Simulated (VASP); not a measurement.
Na: single point with PBEsol

Crystal: Na.

```xyz
1
Lattice="-2.1387 2.1175 2.1175 2.1175 -2.1387 2.1175 2.1175 2.1175 -2.1387" Properties=species:S:1:pos:R:3 pbc="T T T"
Na    0.0000    0.0000    0.0000
```

This cell differs from its parent crystal: equal xy, yz and zx shear strains of -1 %.

```
Program                : VASP 6.6.1
Task                   : single point
Functional             : PBEsol
Potentials or basis    : VASP PAW PBE potentials, release 64 (Na_pv)
Cutoff                 : 520 eV
k mesh                 : 12 × 12 × 12
Occupations            : fermi-dirac, width 0.05 eV
Spin                   : no spin polarisation
Dipole correction      : no
Further INCAR settings : ALGO = Normal; EDIFF = 1e-07; NBANDS = 10
```

```yaml
Pressure: -0.3 GPa
```

Levels at points of the mesh, in eV from the Fermi level:
```csv
k point,band 1,band 2,band 3,band 4,band 5,band 6,band 7,band 8
"(0.00, 0.00, 0.00)",-24.77,-24.77,-24.77,-3.19,11.56,11.61,11.61,12.63
"(0.50, 0.00, 0.00)",-24.80,-24.78,-24.77,0.81,1.28,8.11,8.98,9.12
"(0.50, 0.50, 0.00)",-24.80,-24.78,-24.77,0.74,1.19,8.16,8.96,9.32
"(0.50, 0.50, 0.50)",-24.80,-24.79,-24.79,4.51,4.51,4.82,4.85,4.85
```

It took 26 s on 1 thread of Intel(R) Xeon(R) Platinum 8488C (Sapphire Rapids), on a shared host, peak memory 0.19 GiB.

Caveat: the cell differs from its parent crystal (equal xy, yz and zx shear strains of -1 %); the PAW data sets were made with another functional, which shifts forces and pressure a little.
